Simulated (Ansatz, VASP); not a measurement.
SiGe: VASP beside Ansatz

```
Si Ge
1.0
     3.86159    0.00000    0.00000
    -1.93080    3.34424    0.00000
     0.00000    0.00000    6.37835
Si Ge
2 2
Cartesian
  0.0000 2.2295 0.0002
  1.9308 1.1147 3.1893
  0.0000 2.2295 2.3853
  1.9308 1.1147 5.5745
```

Change from the starting cell: strained cell.

Alike in both runs: functional PBEsol; k mesh 9 × 9 × 6; occupations gaussian, width 0.02 eV; no spin polarisation.

Ansatz relaxed the structure, and its values are those at the end. VASP's run is a single point on that final structure, the one shown.

|  | VASP | Ansatz |
| --- | --- | --- |
| version | VASP 6.6.1 | Ansatz 0.2.0 |
| potentials or method | VASP PAW PBE potentials, release 64 (Si, Ge_d), cutoff 500 eV | scalar-relativistic, plane waves, PAW |
| valence electrons in the cell | 36 | 36 |

|  | VASP | Ansatz | Ansatz less VASP |
| --- | --- | --- | --- |
| gap on the k mesh at the Fermi level (eV) | 0.33 | 0.33 | 0.000 |
| least direct gap on the mesh (eV) | 0.49 | 0.48 | -0.005 |
| pressure (GPa) | 2.6 | 2.6 | +0.05 |

VASP's potentials were made for PBE, not for PBEsol, and Ansatz warns of the same on its side. Ansatz's warnings: stress scf threshold loose.
